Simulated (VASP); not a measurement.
# Ga in VASP: a series of runs

The runs below take Ga through relaxation of cell and atoms, relaxation of shape and atoms at fixed volume, with PBE.

Everything below comes from runs of VASP 6.6.1. Logs are shortened: lines on timing, memory, paths and dates and some standing lists are left out, and cuts for length are marked.

### Step 1. The cell of the first run

It takes space group P4/mmm (No. 123, tetragonal). Conventional cell: a = 2.765 Å, b = 2.765 Å, c = 2.659 Å, α = 90.00°, β = 90.00°, γ = 90.00°. Ga (site symmetry 4/mmm) has 6 Ga at 2.66 to 2.77 Å within 3.5 Å.

The cell was built from a structure type or drawn by symmetry, and may not be a known phase.

### Step 2. Relaxation of cell and atoms, PBE

INCAR reads:

```
ALGO = Fast
EDIFF = 1E-6
EDIFFG = -0.01
ENCUT = 600
GGA = PE
IBRION = 2
ISIF = 3
ISMEAR = 0
LASPH = T
LCHARG = F
LREAL = F
LWAVE = F
NELM = 100
NSW = 100
PREC = Accurate
SIGMA = 0.1
```

KPOINTS reads:

```
k-points
0
Gamma
  20 20 20
```

POSCAR reads:

```
Ga
1.0
    2.7654573898      0.0000000000      0.0000000000
    0.0000000000      2.7654573898      0.0000000000
    0.0000000000      0.0000000000      2.6585302062
Ga
1
Direct
    0.5000000000      0.5000000000      0.5000000000
```

Potentials or basis: VASP PAW PBE potentials, release 64 (Ga_d).

On the command line:

```bash
> cat potpaw_PBE.64/Ga_d/POTCAR > POTCAR
> mpirun -np 1 vasp_std > vasp.out
```

OUTCAR:

```text
EDIFF = 1E-6
   EDIFFG = -0.01
   ENCUT = 600
   GGA = PE
   IBRION = 2
   ISIF = 3
   ISMEAR = 0
   LASPH = T
   LREAL = F
   NELM = 100
   NSW = 100
   PREC = Accurate

 ion  position               nearest neighbor table
   1  0.500  0.500  0.500-

  LATTYP: Found a simple tetragonal cell.
 ALAT       =     2.7654573898
 C/A-ratio  =     0.9613347203

  Lattice vectors:

 A1 = (   2.7654573898,   0.0000000000,   0.0000000000)
 A2 = (   0.0000000000,   2.7654573898,   0.0000000000)
 A3 = (   0.0000000000,   0.0000000000,   2.6585302062)

Analysis of symmetry for initial positions (statically):
=====================================================================
 Subroutine PRICEL returns:
 Original cell was already a primitive cell.

 Routine SETGRP: Setting up the symmetry group for a
 simple tetragonal supercell.

 Subroutine GETGRP returns: Found 16 space group operations
 (whereof 16 operations were pure point group operations)
 out of a pool of 16 trial point group operations.

The static configuration has the point symmetry D_4h.

Analysis of symmetry for dynamics (positions and initial velocities):
=====================================================================
 Subroutine PRICEL returns:
 Original cell was already a primitive cell.

 Routine SETGRP: Setting up the symmetry group for a
 simple tetragonal supercell.

 Subroutine GETGRP returns: Found 16 space group operations
 (whereof 16 operations were pure point group operations)
 out of a pool of 16 trial point group operations.

The dynamic configuration has the point symmetry D_4h.

 Subroutine INISYM returns: Found 16 space group operations
 (whereof 16 operations are pure point group operations),
 and found     1 'primitive' translations

----------------------------------------------------------------------------------------

                                     Primitive cell

  volume of cell :      20.3318

  direct lattice vectors                    reciprocal lattice vectors
     2.765457390  0.000000000  0.000000000     0.361603836  0.000000000  0.000000000
     0.000000000  2.765457390  0.000000000     0.000000000  0.361603836  0.000000000
     0.000000000  0.000000000  2.658530206     0.000000000  0.000000000  0.376147692

  length of vectors
     2.765457390  2.765457390  2.658530206     0.361603836  0.361603836  0.376147692

  position of ions in fractional coordinates (direct lattice)
     0.500000000  0.500000000  0.500000000

  ion indices of the primitive-cell ions
   primitive index   ion index
                 1           1

----------------------------------------------------------------------------------------

 KPOINTS: k-points

Automatic generation of k-mesh.
 Grid dimensions read from file:
 generate k-points for:   20   20   20

 Generating k-lattice:

  Cartesian coordinates                     Fractional coordinates (reciprocal lattice)
     0.018080192  0.000000000  0.000000000     0.050000000  0.000000000  0.000000000
     0.000000000  0.018080192  0.000000000     0.000000000  0.050000000  0.000000000
     0.000000000  0.000000000  0.018807385     0.000000000  0.000000000  0.050000000

  Length of vectors
     0.018080192  0.018080192  0.018807385

  Shift w.r.t. Gamma in fractional coordinates (k-lattice)
     0.000000000  0.000000000  0.000000000

 Subroutine IBZKPT returns following result:
 ===========================================

 Found    726 irreducible k-points:

 Following reciprocal coordinates:
            Coordinates               Weight
  0.000000  0.000000  0.000000      1.000000
  0.050000  0.000000  0.000000      4.000000
  0.100000  0.000000  0.000000      4.000000
  0.150000  0.000000  0.000000      4.000000
  0.200000  0.000000  0.000000      4.000000
  0.250000  0.000000  0.000000      4.000000
[... 16 lines left out ...]
  0.150000  0.100000  0.000000      8.000000
  0.200000  0.100000  0.000000      8.000000
 [... further k-points ...]
   k-points           NKPTS =    726   k-points in BZ     NKDIM =    726   number of bands    NBANDS=     10
   number of dos      NEDOS =    301   number of ions     NIONS =      1
   total plane-waves  NPLWV =  13824
   dimension x,y,z NGX =    24 NGY =   24 NGZ =   24
   dimension x,y,z NGXF=    48 NGYF=   48 NGZF=   48
   ions per type =               1
   NGX,Y,Z   is equivalent  to a cutoff of  14.43, 14.43, 15.01 a.u.
   NGXF,Y,Z  is equivalent  to a cutoff of  28.86, 28.86, 30.02 a.u.
 SYSTEM =  unknown system
   PREC   = accura    normal or accurate (medium, high low for compatibility)
   ISTART =      0    job   : 0-new  1-cont  2-samecut
   ICHARG =      2    charge: 1-file 2-atom 10-const
   ISPIN  =      1    spin polarized calculation?
   LNONCOLLINEAR =      F non collinear calculations
   LSORBIT =      F    spin-orbit coupling
   LASPH  =      T    aspherical Exc in radial PAW
   ENCUT  =  600.0 eV  44.10 Ry    6.64 a.u.   5.52  5.52  5.31*2*pi/ulx,y,z
   NELM   =    100;   NELMIN=  2; NELMDL= -5     # of ELM steps
   EDIFF  = 0.1E-05   stopping-criterion for ELM
   LREAL  =      F    real-space projection
   EDIFFG = -.1E-01   stopping-criterion for IOM
   NSW    =    100    number of steps for IOM
   IBRION =      2    ionic relax: 0-MD 1-quasi-New 2-CG
   NFREE  =      1    steps in history (QN), initial steepest desc. (CG)
   ISIF   =      3    stress and relaxation
   ISYM   =      2    0-nonsym 1-usesym 2-fastsym
   POTIM  = 0.5000    time-step for ionic-motion
   TEBEG  =    0.0;   TEEND  =   0.0 temperature during run
   PSTRESS=    0.0 pullay stress
   NELECT =      13.0000    total number of electrons
   NUPDOWN=      -1.0000    fix difference up-down
   EMIN   =  10.00;   EMAX   =-10.00  energy-range for DOS
   EFERMI =   0.00;   METHOD = LEGACY
   ISMEAR =     0;   SIGMA  =   0.10  broadening in eV -4-tet -1-fermi 0-gaus
   EFERMI_NEDOS =   21; number of points for ismear=-14 and -15
   IALGO  =     68    algorithm
   IMIX   =      4    mixing-type and parameters
     AMIX     =   0.40;   BMIX     =  1.00
     AMIX_MAG =   1.60;   BMIX_MAG =  1.00
  volume/ion in A,a.u.               =      20.33       137.21
  Fermi-wavevector in a.u.,A,eV,Ry     =   1.410363  2.665199 27.063655  1.989123
  Thomas-Fermi vector in A             =   2.532324
   LORBIT       =      0    0 simple, 1 ext, 2 COOP (PROOUT), +10 PAW based schemes
   GGA     = PE    functional components
   LHFCALC =     F    Hartree Fock is set to
   AEXX    =    0.0000 exact exchange contribution
   IVDW    =     0    specifies the selected vdW correction
   LEPSILON=     F    determine dielectric tensor
   LRPA    =     F    only Hartree local field effects (RPA)
 conjugate gradient relaxation of ions
 non-spin polarized calculation
 RMM-DIIS sequential band-by-band and
 Gauss-broadening in eV      SIGMA  =   0.10
  energy-cutoff  :      600.00
  volume of cell :       20.33
 maximum number of plane-waves:       715
 NGX is ok and might be reduce to    24
   NGX = 11   NGY = 11   NGZ = 11

--------------------------------------- Ionic step        1  -------------------------------------------

 number of electron      12.9999994 magnetization

 Free energy of the ion-electron system (eV)
  ---------------------------------------------------
  ext. energy  EPLUGINS =         0.00000000
  ---------------------------------------------------
  free energy    TOTEN  =        -2.82134429 eV

  energy without entropy =       -2.81901639  energy(sigma->0) =       -2.82018034

------------------------ aborting loop because EDIFF is reached ----------------------------------------

  FORCE on cell =-STRESS in cart. coord.  units (eV):
  Direction    XX          YY          ZZ          XY          YZ          ZX
  --------------------------------------------------------------------------------------
  -------------------------------------------------------------------------------------
  Total       -0.1692637     -0.1692637      0.2504828      0.0000000      0.0000000      0.0000000
  in kB      -13.3382467    -13.3382467     19.7384477      0.0000000      0.0000000      0.0000000
  external PRESSURE =      -2.3126819 kB  Pullay stress =       0.0000000 kB
[... 160 lines left out ...]
  energy  without entropy=       -2.8239370381  energy(sigma->0) =       -2.82530359

--------------------------------------- Ionic step        6  -------------------------------------------

 number of electron      13.0000006 magnetization

 Free energy of the ion-electron system (eV)
  ---------------------------------------------------
  ext. energy  EPLUGINS =         0.00000000
  ---------------------------------------------------
  free energy    TOTEN  =        -2.82669441 eV

  energy without entropy =       -2.82398098  energy(sigma->0) =       -2.82533770

 E-fermi :   4.7302     XC(G=0): -10.6205

 val. band max:        4.7070957156   @ k =   0.5000   0.2000   0.4500
 cond. band min:       4.7306885974   @ k =   0.4500   0.4000   0.2000
 fundamental gap:      0.0235928819
 Fermi energy:         4.7302406208

 k-point     1 :       0.0000    0.0000    0.0000
  band No.  band energies     occupation
      1     -10.3802      2.00000
      2     -10.3802      2.00000
      3      -9.8711      2.00000
      4      -9.8709      2.00000
      5      -9.8709      2.00000
      6      -5.8077      2.00000
      7      13.6588      0.00000
      8      13.6588      0.00000
      9      13.6645      0.00000
     10      16.5903      0.00000
[... 287 lines left out ...]
 k-point    24 :       0.2000    0.1000    0.0000
  band No.  band energies     occupation
      1     -10.3437      2.00000
      2     -10.2470      2.00000
      3      -9.9375      2.00000
      4      -9.9181      2.00000
      5      -9.8799      2.00000
      6      -4.7922      2.00000
      7       8.0285      0.00000
      8      12.0134      0.00000
      9      14.6945      0.00000
     10      18.1224      0.00000

 [... further k-points ...]

------------------------ aborting loop because EDIFF is reached ----------------------------------------

  FORCE on cell =-STRESS in cart. coord.  units (eV):
  Direction    XX          YY          ZZ          XY          YZ          ZX
  --------------------------------------------------------------------------------------
  -------------------------------------------------------------------------------------
  Total       -0.0036007     -0.0036007      0.0004575      0.0000000     -0.0000000     -0.0000000
  in kB       -0.2868134     -0.2868134      0.0364397      0.0000000     -0.0000000     -0.0000000
  external PRESSURE =      -0.1790624 kB  Pullay stress =       0.0000000 kB
[... 16 lines left out ...]
  FREE ENERGIE OF THE ION-ELECTRON SYSTEM (eV)
  ---------------------------------------------------
  free  energy   TOTEN  =        -2.8266944106 eV

  energy  without entropy=       -2.8239809814  energy(sigma->0) =       -2.82533770

 reached required accuracy - stopping structural energy minimisation
```

It took 3.9 min on 1 thread of Intel Xeon 6975P-C (Granite Rapids), shared host; peak memory 0.31 GiB.

What came out:

- Free energy: -2.8267 eV
- Relaxed volume: 20.11 Å³/atom
- Relaxed cell: a = 2.720 Å, b = 2.720 Å, c = 2.719 Å, α = 90.00°, β = 90.00°, γ = 90.00°
- Space group after relaxing (to 0.1 Å): Pm-3m (No. 221)
- Energy gained by relaxing: 5.4 meV/atom
- Ionic steps: 6
- Pressure after relaxing: 0.0 GPa
- Band gap on the k mesh: zero (an odd number of electrons rules out a gap without spin polarisation)

Step by step:
```
step  energy change (eV)  largest force (eV/Å)  pressure (GPa)  volume (Å³)
   1              0.0000                0.0000           -0.23        20.33
   2             -0.0041                0.0000           -0.08        20.24
   3             -0.0052                0.0000           -0.05        20.17
   4             -0.0053                0.0000           -0.14        20.15
   5             -0.0053                0.0000           -0.09        20.15
   6             -0.0054                0.0000           -0.02        20.11
```

Final structure:
```yaml
crystal:
  lattice:
    - [2.71971, 0.00000, 0.00000]
    - [0.00000, 2.71971, 0.00000]
    - [0.00000, 0.00000, 2.71931]
  atoms:
    - { symbol: Ga, position: [0.50000, 0.50000, 0.50000] }
```

Levels at points of the mesh, in eV from the Fermi level:
```
           k point  band 3  band 4  band 5  band 6  band 7  band 8  band 9  band 10
(0.00, 0.00, 0.00)  -14.60  -14.60  -14.60  -10.54    8.93    8.93    8.93    11.86
(0.50, 0.00, 0.00)  -14.74  -14.74  -14.59   -6.20   -4.08   12.34   12.34    15.56
(0.50, 0.50, 0.00)  -14.72  -14.72  -14.47   -1.67   -0.66   -0.66    4.22    15.83
(0.00, 0.00, 0.50)  -14.74  -14.74  -14.59   -6.20   -4.08   12.34   12.34    15.56
(0.50, 0.00, 0.50)  -14.72  -14.72  -14.47   -1.67   -0.66   -0.65    4.22    15.82
(0.50, 0.50, 0.50)  -14.94  -14.46  -14.46    2.62    2.62    2.62    3.72     8.19
```

[end of part 1 of 2]
